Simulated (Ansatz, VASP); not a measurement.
## Two plane-wave programs on AlAs

The input INCAR:

```
ALGO = Normal ; EDIFF = 1E-6
ENCUT = 500 ; GGA = PE
GGA_COMPAT = False ; ISIF = 2
ISMEAR = 0 ; LASPH = True
LCHARG = False ; LREAL = False
LWAVE = False ; NBANDS = 11
NELM = 120 ; PREC = Accurate
SIGMA = 0.01
```

File KPOINTS:

```
k-points
0
Gamma
  8 8 8
```

The input POSCAR:

```
AlAs
1.0
    0.0000000000      2.8389251754      2.8389251754
    2.8389251754      0.0000000000      2.8389251754
    2.8389251754      2.8389251754      0.0000000000
Al As
1 1
Direct
    0.0000000000      0.0000000000      0.0000000000
    0.2500000000      0.2500000000      0.2500000000
```

Input for Ansatz:

```yaml
crystal:
  lattice:
    - [0.0, 2.8389251754, 2.8389251754]
    - [2.8389251754, 0.0, 2.8389251754]
    - [2.8389251754, 2.8389251754, 0.0]
  atoms:
    - { symbol: Al, position: [0.0, 0.0, 0.0] }
    - { symbol: As, position: [0.25, 0.25, 0.25] }
kpoints:
  mp_grid: { grid: [8, 8, 8] }
  band_path:
    path:
      - [0.0, 0.0, 0.0]
      - [-0.5, -0.5, 0.0]
      - [-0.375, -0.375, 0.25]
      - [-0.375, 0.0, 0.375]
      - [0.0, 0.0, 0.5]
      - [-0.5, -0.25, 0.25]
      - [0.0, 0.5, 0.5]
    npoints: 1
hamiltonian:
  xc: pbe
scf:
  occupations: { method: fixed }
  n_extra_bands: 4
output:
  forces: true
  stress: true
  eigenvalues: true
```

Alike in both runs: task single point; functional PBE; k mesh 8 × 8 × 8; no spin polarisation.

|  | VASP | Ansatz |
| --- | --- | --- |
| version | VASP 6.6.1 | Ansatz 0.2.0 |
| potentials or method | VASP PAW PBE potentials, release 64 (Al, As) | plane waves, PAW |
| plane-wave cutoff (eV) | 500 | 420 |
| occupations | gaussian, width 0.01 eV | fixed |
| valence electrons in the cell | 8 | 18 |

```csv
,VASP,Ansatz,Ansatz less VASP
gap on the k mesh at the Fermi level (eV),1.45,1.46,+0.010
pressure (GPa),2.1,1.9,-0.18
```

VASP's potentials hold 8 valence electrons a cell and Ansatz's 18, so a difference there can come from the potentials and not from the codes.
